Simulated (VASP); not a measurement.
# KBr (F-43m) in VASP: notebook, part 3 of 3

VASP 6.6.1. The steps go on from the part before.

## (5) Single point, r2SCAN (53.18 Å³/atom)

This run uses another cell than the first one, of 53.18 Å³/atom.

File POSCAR:

```
KBr
1.0
    0.0000000000      3.7606372512      3.7606372512
    3.7606372512      0.0000000000      3.7606372512
    3.7606372512      3.7606372512      0.0000000000
K Br
1 1
Direct
    0.0000000000      0.0000000000      0.0000000000
    0.2500000000      0.2500000000      0.2500000000
```

File INCAR.step1:

```
  PREC = Accurate
  ENCUT = 520
  ISMEAR = 0
  SIGMA = 0.01
  LREAL = False
  LASPH = True
  NELM = 100
  NBANDS = 15
  GGA = PE
  ALGO = Normal
  EDIFF = 1E-4
  LWAVE = True
  LCHARG = False
```

File INCAR.step2:

```
  PREC = Accurate
  ENCUT = 520
  EDIFF = 1E-6
  ISMEAR = 0
  SIGMA = 0.01
  LREAL = False
  LASPH = True
  NELM = 100
  ALGO = Normal
  ISIF = 2
  LWAVE = False
  LCHARG = False
  METAGGA = R2SCAN
  LMIXTAU = True
  NBANDS = 15
  ISTART = 1
```

File KPOINTS:

```
Automatic mesh
0
Gamma
  6 6 6
```

Potentials or basis: VASP PAW PBE potentials, release 64 (K_sv, Br).

Command:

```
$ cat potpaw_PBE.64/K_sv/POTCAR potpaw_PBE.64/Br/POTCAR > POTCAR
$ cp INCAR.step1 INCAR
$ mpirun -np 1 vasp_std > vasp.out
$ cp INCAR.step2 INCAR
$ mpirun -np 1 vasp_std > vasp.out
```

OUTCAR:

```text
PREC = Accurate
   ENCUT = 520
   EDIFF = 1E-6
   ISMEAR = 0
   LREAL = False
   LASPH = True
   NELM = 100
   ISIF = 2
   METAGGA = R2SCAN
   ISTART = 1

 ion  position               nearest neighbor table
   1  0.000  0.000  0.000-   2 3.26   2 3.26   2 3.26   2 3.26
   2  0.250  0.250  0.250-   1 3.26   1 3.26   1 3.26   1 3.26

  LATTYP: Found a face centered cubic cell.
 ALAT       =     7.5212745024

  Lattice vectors:

 A1 = (   0.0000000000,   3.7606372512,   3.7606372512)
 A2 = (   3.7606372512,   0.0000000000,   3.7606372512)
 A3 = (   3.7606372512,   3.7606372512,   0.0000000000)

Analysis of symmetry for initial positions (statically):
=====================================================================
 Subroutine PRICEL returns:
 Original cell was already a primitive cell.

 Routine SETGRP: Setting up the symmetry group for a
 face centered cubic supercell.

 Subroutine GETGRP returns: Found 24 space group operations
 (whereof 24 operations were pure point group operations)
 out of a pool of 48 trial point group operations.

The static configuration has the point symmetry T_d .

Analysis of symmetry for dynamics (positions and initial velocities):
=====================================================================
 Subroutine PRICEL returns:
 Original cell was already a primitive cell.

 Routine SETGRP: Setting up the symmetry group for a
 face centered cubic supercell.

 Subroutine GETGRP returns: Found 24 space group operations
 (whereof 24 operations were pure point group operations)
 out of a pool of 48 trial point group operations.

The dynamic configuration has the point symmetry T_d .

 Subroutine INISYM returns: Found 24 space group operations
 (whereof 24 operations are pure point group operations),
 and found     1 'primitive' translations

----------------------------------------------------------------------------------------
[... 111 lines left out ...]
   AEXX    =    0.0000 exact exchange contribution
   IVDW    =     0    specifies the selected vdW correction
   LEPSILON=     F    determine dielectric tensor
   LRPA    =     F    only Hartree local field effects (RPA)
 non-spin polarized calculation
 Gauss-broadening in eV      SIGMA  =   0.01
  energy-cutoff  :      520.00
  volume of cell :      106.37
 maximum number of plane-waves:      2884
   NGX = 19   NGY = 19   NGZ = 19

 number of electron      16.0000004 magnetization

 Free energy of the ion-electron system (eV)
  ---------------------------------------------------
  ext. energy  EPLUGINS =         0.00000000
  ---------------------------------------------------
  free energy    TOTEN  =       -22.95813629 eV

  energy without entropy =      -22.95813629  energy(sigma->0) =      -22.95813629

 E-fermi :  -3.4725     XC(G=0):  -5.9720

 val. band max:       -3.6220923639   @ k =  -0.1667   0.1667   0.0000
 cond. band min:       1.1344761922   @ k =   0.0000   0.0000   0.0000
 fundamental gap:      4.7565685561
 Fermi energy:        -3.4724885467

 k-point     1 :       0.0000    0.0000    0.0000
  band No.  band energies     occupation
      1     -32.7053      2.00000
      2     -15.9065      2.00000
      3     -15.4194      2.00000
      4     -15.4194      2.00000
      5     -15.4194      2.00000
      6      -3.6304      2.00000
      7      -3.6304      2.00000
      8      -3.6304      2.00000
      9       1.1345      0.00000
     10       5.6365      0.00000
     11       5.6365      0.00000
     12       6.5499      0.00000
     13       6.5499      0.00000
     14       6.5499      0.00000
[... 257 lines left out ...]
      2     -16.1338      2.00000
      3     -15.4345      2.00000
      4     -15.4312      2.00000
      5     -15.1495      2.00000
      6      -3.9145      2.00000
      7      -3.7352      2.00000
      8      -3.6512      2.00000
      9       3.0519      0.00000
     10       4.0743      0.00000
     11       5.8170      0.00000
     12       5.8208      0.00000
     13       6.3041      0.00000
     14       6.6204      0.00000
     15       7.2475      0.00000

------------------------ aborting loop because EDIFF is reached ----------------------------------------

  FORCE on cell =-STRESS in cart. coord.  units (eV):
  Direction    XX          YY          ZZ          XY          YZ          ZX
  --------------------------------------------------------------------------------------
  -------------------------------------------------------------------------------------
  Total       -0.3368891     -0.3368891     -0.3368891      0.0000000      0.0000000      0.0000000
  in kB       -5.0743830     -5.0743830     -5.0743830      0.0000000      0.0000000      0.0000000
  external PRESSURE =      -5.0743830 kB  Pullay stress =       0.0000000 kB

 VOLUME and BASIS-vectors are now :
 -----------------------------------------------------------------------------
  energy-cutoff  :      520.00
  volume of cell :      106.37
      direct lattice vectors                 reciprocal lattice vectors
     0.000000000  3.760637251  3.760637251    -0.132956190  0.132956190  0.132956190
     3.760637251  0.000000000  3.760637251     0.132956190 -0.132956190  0.132956190
     3.760637251  3.760637251  0.000000000     0.132956190  0.132956190 -0.132956190

 POSITION                                       TOTAL-FORCE (eV/Angst)
 -----------------------------------------------------------------------------------
      0.00000      0.00000      0.00000         0.000000      0.000000      0.000000
      1.88032      1.88032      1.88032        -0.000000     -0.000000     -0.000000
 -----------------------------------------------------------------------------------
    total drift:                               -0.000000     -0.000000     -0.000000

  FREE ENERGIE OF THE ION-ELECTRON SYSTEM (eV)
  ---------------------------------------------------
  free  energy   TOTEN  =       -22.9581362923 eV

  energy  without entropy=      -22.9581362923  energy(sigma->0) =      -22.95813629
```

OUTCAR.step1:

```text
PREC = Accurate
   ENCUT = 520
   ISMEAR = 0
   LREAL = False
   LASPH = True
[... 498 lines left out ...]
      0.00000      0.00000      0.00000         0.000000     -0.000000     -0.000000
      1.88032      1.88032      1.88032        -0.000000      0.000000      0.000000
 -----------------------------------------------------------------------------------
    total drift:                               -0.000000     -0.000000     -0.000000

  FREE ENERGIE OF THE ION-ELECTRON SYSTEM (eV)
  ---------------------------------------------------
  free  energy   TOTEN  =        -6.0351431867 eV

  energy  without entropy=       -6.0351431867  energy(sigma->0) =       -6.03514319
```

OSZICAR.step1:

```text
N       E                     dE             d eps       ncg     rms          rms(c)
DAV:   1     0.977748719475E+02    0.97775E+02   -0.63490E+03   480   0.885E+02
DAV:   2     0.182868608184E+01   -0.95946E+02   -0.88419E+02   599   0.209E+02
DAV:   3    -0.600628474735E+01   -0.78350E+01   -0.77910E+01   669   0.521E+01
DAV:   4    -0.637474216767E+01   -0.36846E+00   -0.36840E+00   842   0.996E+00
DAV:   5    -0.637647822780E+01   -0.17361E-02   -0.17360E-02   655   0.784E-01    0.294E+00
DAV:   6    -0.604929406850E+01    0.32718E+00   -0.43117E-01   641   0.265E+00    0.205E+00
DAV:   7    -0.600917932614E+01    0.40115E-01   -0.21261E-01   676   0.211E+00    0.105E+00
DAV:   8    -0.603070602327E+01   -0.21527E-01   -0.26198E-02   664   0.102E+00    0.192E-01
DAV:   9    -0.603295080281E+01   -0.22448E-02   -0.16054E-03   606   0.218E-01    0.132E-01
DAV:  10    -0.603510145682E+01   -0.21507E-02   -0.16362E-03   501   0.222E-01    0.285E-02
DAV:  11    -0.603514318672E+01   -0.41730E-04   -0.87896E-05   513   0.626E-02
   1 F= -.60351432E+01 E0= -.60351432E+01  d E =-.110011E-34
```

Wall time 2.8 min (1 thread of Intel Xeon 8259CL, shared host); peak memory 0.27 GiB.

Results:

* Free energy: -22.9581 eV
* Pressure: -0.5 GPa
* Band gap on the k mesh: 4.76 eV (least direct gap 4.76 eV)

Caveat: the structure was generated, so it needn't be the stable form of KBr; the PAW data sets were made with another functional, which shifts forces and pressure a little. A k mesh can miss the band edges.

## (6) The runs side by side

| cell | gap on the mesh (eV) | pressure (GPa) |
| --- | --- | --- |
| a = 5.216 Å, angles 60.0°, 2 atoms | 4.84 | 0.0 |
| a = 5.268 Å, angles 60.0°, 2 atoms | 4.80 | -0.3 |
| a = 5.318 Å, angles 60.0°, 2 atoms | 4.76 | -0.5 |

Alike in all rows: task single point; level r2SCAN; potentials or basis VASP PAW PBE potentials, release 64 (K_sv, Br); no spin polarisation; k mesh 6 × 6 × 6; cutoff (eV) 520; smearing gaussian 0.01 eV.

Caveats: the structure was generated, so it needn't be the stable form of KBr; the PAW data sets were made with another functional, which shifts forces and pressure a little.

Total energies depend on the potentials used, so only differences within one code and one set of settings carry meaning.
